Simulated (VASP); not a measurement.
# YPtS2 (P-6m2) in VASP: a series of runs

The runs below take YPtS2 through single point, with PBE.

Everything below comes from runs of VASP 6.6.1. Logs are shortened: lines on timing, memory, paths and dates and some standing lists are left out, and cuts for length are marked.

## (1) The cell of the first run

It takes space group P-6m2 (No. 187, hexagonal). The conventional cell has a = 3.537 Å, b = 3.537 Å, c = 6.932 Å, α = 90.00°, β = 90.00°, γ = 120.00°. Within 3.5 Å of Y (site symmetry -6m2) lie 6 S at 2.68 Å and 2 Pt at 3.47 Å. Within 3.5 Å of Pt (site symmetry -6m2) lie 6 S at 2.68 Å and 2 Y at 3.47 Å. S (site symmetry 3m) has 3 Y at 2.68 Å and 3 Pt at 2.68 Å and 2 S at 3.47 Å within 3.5 Å.

## (2) Single point, PBE

INCAR

```
  ALGO = Normal
  EDIFF = 1E-6
  ENCUT = 520
  GGA = PE
  ISIF = 2
  ISMEAR = 0
  LASPH = True
  LCHARG = False
  LREAL = False
  LWAVE = False
  NBANDS = 24
  NELM = 80
  PREC = Accurate
  SIGMA = 0.1
```

KPOINTS

```
k-points
0
Gamma
  6 6 4
```

POSCAR

```
YPtS2
1.0
    3.5369881100      0.0000000000      0.0000000000
   -1.7684940600      3.0631215600      0.0000000000
    0.0000000000      0.0000000000      6.9324967000
Y Pt S
1 1 2
Direct
    0.0000000000      0.0000000000      0.5000000000
    0.0000000000      0.0000000000      0.0000000000
    0.3333333300      0.6666666700      0.2500000000
    0.3333333300      0.6666666700      0.7500000000
```

Potentials or basis: VASP PAW PBE potentials, release 64 (Y_sv, Pt, S).

Run with:

```sh
> cat potpaw_PBE.64/Y_sv/POTCAR potpaw_PBE.64/Pt/POTCAR potpaw_PBE.64/S/POTCAR > POTCAR
> mpirun -np 1 vasp_std > vasp.out
```

OUTCAR:

```text
EDIFF = 1E-6
   ENCUT = 520
   GGA = PE
   ISIF = 2
   ISMEAR = 0
   LASPH = True
   LREAL = False
   NELM = 80
   PREC = Accurate

 ion  position               nearest neighbor table
   1  0.000  0.000  0.500-   3 2.68   4 2.68   3 2.68   4 2.68   3 2.68   4 2.68   2 3.47   2 3.47

   2  0.000  0.000  0.000-   3 2.68   4 2.68   3 2.68   4 2.68   3 2.68   4 2.68   1 3.47   1 3.47

   3  0.333  0.667  0.250-   1 2.68   2 2.68   1 2.68   2 2.68   1 2.68   2 2.68
   4  0.333  0.667  0.750-   1 2.68   2 2.68   1 2.68   2 2.68   1 2.68   2 2.68

  LATTYP: Found a hexagonal cell.
 ALAT       =     3.5369881100
 C/A-ratio  =     1.9600000012

  Lattice vectors:

 A1 = (   3.5369881100,   0.0000000000,   0.0000000000)
 A2 = (  -1.7684940600,   3.0631215600,   0.0000000000)
 A3 = (   0.0000000000,   0.0000000000,   6.9324967000)

Analysis of symmetry for initial positions (statically):
=====================================================================
 Subroutine PRICEL returns:
 Original cell was already a primitive cell.

 Routine SETGRP: Setting up the symmetry group for a
 hexagonal supercell.

 Subroutine GETGRP returns: Found 12 space group operations
 (whereof 12 operations were pure point group operations)
 out of a pool of 24 trial point group operations.

The static configuration has the point symmetry D_3h.

Analysis of symmetry for dynamics (positions and initial velocities):
=====================================================================
 Subroutine PRICEL returns:
 Original cell was already a primitive cell.

 Routine SETGRP: Setting up the symmetry group for a
 hexagonal supercell.

 Subroutine GETGRP returns: Found 12 space group operations
 (whereof 12 operations were pure point group operations)
 out of a pool of 24 trial point group operations.

The dynamic configuration has the point symmetry D_3h.

 Subroutine INISYM returns: Found 12 space group operations
 (whereof 12 operations are pure point group operations),
 and found     1 'primitive' translations

----------------------------------------------------------------------------------------

                                     Primitive cell

  volume of cell :      75.1082

  direct lattice vectors                    reciprocal lattice vectors
     3.536988110  0.000000000  0.000000000     0.282726424  0.163232177  0.000000000
    -1.768494060  3.063121560  0.000000000     0.000000000  0.326464354  0.000000000
     0.000000000  0.000000000  6.932496700     0.000000000  0.000000000  0.144248175

  length of vectors
     3.536988110  3.536988116  6.932496700     0.326464354  0.326464354  0.144248175

  position of ions in fractional coordinates (direct lattice)
     0.000000000  0.000000000  0.500000000
     0.000000000  0.000000000  0.000000000
     0.333333330  0.666666670  0.250000000
     0.333333330  0.666666670  0.750000000

  ion indices of the primitive-cell ions
   primitive index   ion index
                 1           1
                 2           2
                 3           3
                 4           4

----------------------------------------------------------------------------------------

 KPOINTS: k-points

Automatic generation of k-mesh.
 Grid dimensions read from file:
 generate k-points for:    6    6    4

 Generating k-lattice:

  Cartesian coordinates                     Fractional coordinates (reciprocal lattice)
     0.047121071  0.027205363  0.000000000     0.166666667 -0.000000000  0.000000000
     0.000000000  0.054410726  0.000000000     0.000000000  0.166666667  0.000000000
     0.000000000  0.000000000  0.036062044     0.000000000  0.000000000  0.250000000

  Length of vectors
     0.054410726  0.054410726  0.036062044

  Shift w.r.t. Gamma in fractional coordinates (k-lattice)
     0.000000000  0.000000000  0.000000000

 Subroutine IBZKPT returns following result:
 ===========================================

 Found     21 irreducible k-points:

 Following reciprocal coordinates:
            Coordinates               Weight
  0.000000  0.000000  0.000000      1.000000
  0.166667  0.000000  0.000000      6.000000
  0.333333  0.000000  0.000000      6.000000
  0.500000  0.000000  0.000000      3.000000
  0.166667  0.166667  0.000000      6.000000
  0.333333  0.166667  0.000000     12.000000
[... 13 lines left out ...]
  0.333333  0.166667  0.500000     12.000000
  0.333333  0.333333  0.500000      2.000000
   k-points           NKPTS =     21   k-points in BZ     NKDIM =     21   number of bands    NBANDS=     24
   number of dos      NEDOS =    301   number of ions     NIONS =      4
   total plane-waves  NPLWV =  42336
   dimension x,y,z NGX =    28 NGY =   28 NGZ =   54
   dimension x,y,z NGXF=    56 NGYF=   56 NGZF=  108
   ions per type =               1   1   2
   NGX,Y,Z   is equivalent  to a cutoff of  13.16, 13.16, 12.95 a.u.
   NGXF,Y,Z  is equivalent  to a cutoff of  26.32, 26.32, 25.90 a.u.
 SYSTEM =  unknown system
   PREC   = accura    normal or accurate (medium, high low for compatibility)
   ISTART =      0    job   : 0-new  1-cont  2-samecut
   ICHARG =      2    charge: 1-file 2-atom 10-const
   ISPIN  =      1    spin polarized calculation?
   LNONCOLLINEAR =      F non collinear calculations
   LSORBIT =      F    spin-orbit coupling
   LASPH  =      T    aspherical Exc in radial PAW
   ENCUT  =  520.0 eV  38.22 Ry    6.18 a.u.   6.58  6.58 12.89*2*pi/ulx,y,z
   NELM   =     80;   NELMIN=  2; NELMDL= -5     # of ELM steps
   EDIFF  = 0.1E-05   stopping-criterion for ELM
   LREAL  =      F    real-space projection
   EDIFFG = 0.1E-04   stopping-criterion for IOM
   NSW    =      0    number of steps for IOM
   IBRION =     -1    ionic relax: 0-MD 1-quasi-New 2-CG
   NFREE  =      0    steps in history (QN), initial steepest desc. (CG)
   ISIF   =      2    stress and relaxation
   ISYM   =      2    0-nonsym 1-usesym 2-fastsym
   POTIM  = 0.5000    time-step for ionic-motion
   TEBEG  =    0.0;   TEEND  =   0.0 temperature during run
   PSTRESS=    0.0 pullay stress
   NELECT =      33.0000    total number of electrons
   NUPDOWN=      -1.0000    fix difference up-down
   EMIN   =  10.00;   EMAX   =-10.00  energy-range for DOS
   EFERMI =   0.00;   METHOD = LEGACY
   ISMEAR =     0;   SIGMA  =   0.10  broadening in eV -4-tet -1-fermi 0-gaus
   EFERMI_NEDOS =   21; number of points for ismear=-14 and -15
   IALGO  =     38    algorithm
   IMIX   =      4    mixing-type and parameters
     AMIX     =   0.40;   BMIX     =  1.00
     AMIX_MAG =   1.60;   BMIX_MAG =  1.00
  volume/ion in A,a.u.               =      18.78       126.71
  Fermi-wavevector in a.u.,A,eV,Ry     =   1.244563  2.351884 21.074577  1.548938
  Thomas-Fermi vector in A             =   2.378824
   LORBIT       =      0    0 simple, 1 ext, 2 COOP (PROOUT), +10 PAW based schemes
   GGA     = PE    functional components
   LHFCALC =     F    Hartree Fock is set to
   AEXX    =    0.0000 exact exchange contribution
   IVDW    =     0    specifies the selected vdW correction
   LEPSILON=     F    determine dielectric tensor
   LRPA    =     F    only Hartree local field effects (RPA)
 non-spin polarized calculation
 Gauss-broadening in eV      SIGMA  =   0.10
  energy-cutoff  :      520.00
  volume of cell :       75.11
 maximum number of plane-waves:      2048
 NGX is ok and might be reduce to    28
   NGX = 13   NGY = 13   NGZ = 25

 number of electron      32.9999998 magnetization

 Free energy of the ion-electron system (eV)
  ---------------------------------------------------
  ext. energy  EPLUGINS =         0.00000000
  ---------------------------------------------------
  free energy    TOTEN  =       -23.50700674 eV

  energy without entropy =      -23.49397981  energy(sigma->0) =      -23.50049327

 E-fermi :   6.5476     XC(G=0): -11.0241

 val. band max:        6.5169850349   @ k =   0.3333   0.0000   0.5000
 cond. band min:       6.6063695621   @ k =   0.1667   0.1667   0.2500
 fundamental gap:      0.0893845273
 Fermi energy:         6.5476281439

 k-point     1 :       0.0000    0.0000    0.0000
  band No.  band energies     occupation
      1     -35.5330      2.00000
      2     -15.7847      2.00000
      3     -15.3843      2.00000
      4     -15.3843      2.00000
      5      -7.6317      2.00000
      6      -6.2723      2.00000
[... 16 lines left out ...]
     23      10.5261      0.00000
     24      12.3262      0.00000

 k-point     2 :       0.1667    0.0000    0.0000
  band No.  band energies     occupation
      1     -35.5181      2.00000
      2     -15.7367      2.00000
      3     -15.5572      2.00000
      4     -15.4189      2.00000
      5      -7.3347      2.00000
      6      -6.2548      2.00000
[... 16 lines left out ...]
     23      11.0205      0.00000
     24      13.7532      0.00000

 k-point     3 :       0.3333    0.0000    0.0000
  band No.  band energies     occupation
      1     -35.4879      2.00000
      2     -15.8809      2.00000
      3     -15.6386      2.00000
      4     -15.4869      2.00000
      5      -6.6830      2.00000
      6      -6.2140      2.00000
[... 16 lines left out ...]
     23      11.9874      0.00000
     24      12.3266      0.00000
[... 433 lines left out ...]
 k-point    20 :       0.3333    0.1667    0.5000
  band No.  band energies     occupation
      1     -35.4728      2.00000
      2     -15.9557      2.00000
      3     -15.6067      2.00000
      4     -15.5913      2.00000
      5      -6.3807      2.00000
      6      -6.1024      2.00000
[... 16 lines left out ...]
     23      12.4932      0.00000
     24      13.8180      0.00000

 k-point    21 :       0.3333    0.3333    0.5000
  band No.  band energies     occupation
      1     -35.4652      2.00000
      2     -15.8927      2.00000
      3     -15.7706      2.00000
      4     -15.5662      2.00000
      5      -6.3030      2.00000
      6      -5.9617      2.00000
[... 16 lines left out ...]
     23      12.5068      0.00000
     24      13.8977      0.00000

------------------------ aborting loop because EDIFF is reached ----------------------------------------

  FORCE on cell =-STRESS in cart. coord.  units (eV):
  Direction    XX          YY          ZZ          XY          YZ          ZX
  --------------------------------------------------------------------------------------
  -------------------------------------------------------------------------------------
  Total        3.4350055      3.4350055     -2.8318447     -0.0000000      0.0000000      0.0000000
  in kB       73.2741038     73.2741040    -60.4077296     -0.0000001      0.0000000      0.0000000
  external PRESSURE =      28.7134927 kB  Pullay stress =       0.0000000 kB

 VOLUME and BASIS-vectors are now :
 -----------------------------------------------------------------------------
  energy-cutoff  :      520.00
  volume of cell :       75.11
      direct lattice vectors                 reciprocal lattice vectors
     3.536988110  0.000000000  0.000000000     0.282726424  0.163232177  0.000000000
    -1.768494060  3.063121560  0.000000000     0.000000000  0.326464354  0.000000000
     0.000000000  0.000000000  6.932496700     0.000000000  0.000000000  0.144248175

 POSITION                                       TOTAL-FORCE (eV/Angst)
 -----------------------------------------------------------------------------------
      0.00000      0.00000      3.46625         0.000000     -0.000000      0.000000
      0.00000      0.00000      0.00000         0.000000     -0.000000      0.000000
     -0.00000      2.04208      1.73312        -0.000000     -0.000000     -0.585619
     -0.00000      2.04208      5.19937        -0.000000      0.000000      0.585619
 -----------------------------------------------------------------------------------
    total drift:                                0.000017     -0.000010      0.000000

  FREE ENERGIE OF THE ION-ELECTRON SYSTEM (eV)
  ---------------------------------------------------
  free  energy   TOTEN  =       -23.5070067392 eV

  energy  without entropy=      -23.4939798098  energy(sigma->0) =      -23.50049327
```

Wall time 93 s (1 thread of Oxide Virtual Turin-like, shared host); peak memory 0.2 GiB.

Results:

* Free energy: -23.5070 eV
* Pressure: 2.9 GPa
* Largest force: 0.586 eV/Å

Forces in eV/Å, atoms in the order of the input:
```
Y    0.000  0.000  0.000
Pt   0.000  0.000  0.000
S    0.000  0.000 -0.586
S    0.000  0.000  0.586
```

Caveat: spin-orbit coupling is left out, which moves the levels of the heavy elements.

## (3) Single point, PBE

This run uses another cell than the first one, of 19.50 Å³/atom, 1.038 times its volume.

INCAR

```
SYSTEM = YPtS2
ALGO = Normal
EDIFF = 1E-6
ENCUT = 520
GGA = PE
ISIF = 2
ISMEAR = 0
LASPH = .TRUE.
LCHARG = .TRUE.
LELF = .TRUE.
LREAL = .FALSE.
LVHAR = .TRUE.
LWAVE = .FALSE.
NBANDS = 24
NELM = 100
PREC = Accurate
SIGMA = 0.1
```

KPOINTS

```
k-points
0
G
  6 6 4
  0 0 0
```

POSCAR

```
YPtS2
1.0
    3.7222748078      0.0000000030      0.0000000000
   -1.8611374065      3.2235845419      0.0000000000
    0.0000000000      0.0000000000      6.5001674365
Y Pt S
1 1 2
Direct
    0.0000000000      0.0000000000      0.5000000000
    0.0000000000      0.0000000000      0.0000000000
    0.3333333333      0.6666666667      0.2404207647
    0.3333333333      0.6666666667      0.7595792353
```

Potentials or basis: VASP PAW PBE potentials, release 64 (Y_sv, Pt, S).

Run with:

```sh
> cat potpaw_PBE.64/Y_sv/POTCAR potpaw_PBE.64/Pt/POTCAR potpaw_PBE.64/S/POTCAR > POTCAR
> mpirun -np 1 vasp_std > vasp.out
```

Wall time 79 s (1 thread of Oxide Virtual Turin-like, shared host); peak memory 0.18 GiB.

Results (log left out):

```yaml
Free_energy: -23.8178 eV
Pressure: -0.1 GPa
Largest_force: 0.005 eV/Å
```

Forces in eV/Å, atoms in the order of the input:
```
Y    0.000  0.000  0.000
Pt   0.000  0.000  0.000
S    0.000  0.000 -0.005
S    0.000  0.000  0.005
```

Stress tensor (GPa, compression positive):
```
-0.07  0.00  0.00
 0.00 -0.07  0.00
 0.00  0.00 -0.15
```

Levels at points of the mesh, in eV from the Fermi level:
```csv
k point,band 14,band 15,band 16,band 17,band 18,band 19,band 20,band 21
"(0.00, 0.00, 0.00)",-0.94,-0.94,-0.47,-0.47,1.23,2.78,3.16,3.16
"(0.50, 0.00, 0.00)",-1.16,-1.10,-0.19,0.06,0.59,3.95,3.99,4.68
"(0.00, 0.00, 0.50)",-1.22,-1.22,-0.62,-0.62,2.06,2.76,3.32,3.62
"(0.50, 0.00, 0.50)",-1.23,-1.10,-0.58,0.26,0.80,1.63,4.45,4.70
```

Caveat: spin-orbit coupling is left out, which moves the levels of the heavy elements.
